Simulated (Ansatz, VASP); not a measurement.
# ZrB: VASP beside Ansatz

File INCAR:

```
SYSTEM = ZrB
PREC = Accurate
ENCUT = 520
EDIFF = 1E-7
ISMEAR = 0
SIGMA = 0.15
LREAL = .FALSE.
LASPH = .TRUE.
NELM = 100
ALGO = Normal
ISIF = 2
LWAVE = .FALSE.
LCHARG = .FALSE.
NBANDS = 14
```

File KPOINTS:

```
regular mesh
0
G
  16 16 16
  0 0 0
```

The input POSCAR:

```
ZrB
1.0
    0.0000000000      2.4153850465      2.5040296777
    2.4716635181      0.0000000000      2.5040296777
    2.4716635181      2.4153850465      0.0000000000
Zr B
1 1
Direct
    0.0000000000      0.0000000000      0.0000000000
    0.5000000000      0.5000000000      0.5000000000
```

Input for Ansatz:

```yaml
crystal:
  lattice:
    - [0.0, 2.4153850465, 2.5040296777]
    - [2.4716635181, 0.0, 2.5040296777]
    - [2.4716635181, 2.4153850465, 0.0]
  atoms:
    - { symbol: Zr, position: [0.0, 0.0, 0.0] }
    - { symbol: B, position: [0.5, 0.5, 0.5] }
basis:
  ecutwfc: 520.0
kpoints:
  mp_grid: { grid: [16, 16, 16] }
hamiltonian:
  xc: lda
scf:
  occupations: { method: gaussian, width: 0.15 }
output:
  forces: true
  stress: true
  eigenvalues: true
```

Change from the starting cell: normal strain along x +0.0233, normal strain along z +0.0367.

Alike in both runs: task single point; functional LDA; k mesh 16 × 16 × 16; occupations gaussian, width 0.15 eV; no spin polarisation.

```csv
,VASP,Ansatz
version,VASP 6.6.1,Ansatz 0.2.0
potentials or method,"VASP PAW LDA potentials, release 64 (Zr_sv, B), cutoff 520 eV","scalar-relativistic, plane waves, PAW"
valence electrons in the cell,15,15
```

```csv
,VASP,Ansatz,Ansatz less VASP
gap on the k mesh at the Fermi level (eV),none,none,-
pressure (GPa),-8.8,-9.0,-0.27
"traceless stress, the component that is largest in VASP (GPa)",5.41,5.38,-0.031
```

LDA's correlation is that of Perdew and Zunger in VASP and of Perdew and Wang (1992) in Ansatz. A gap of «none» marks a metal or a gap that the smearing closes.
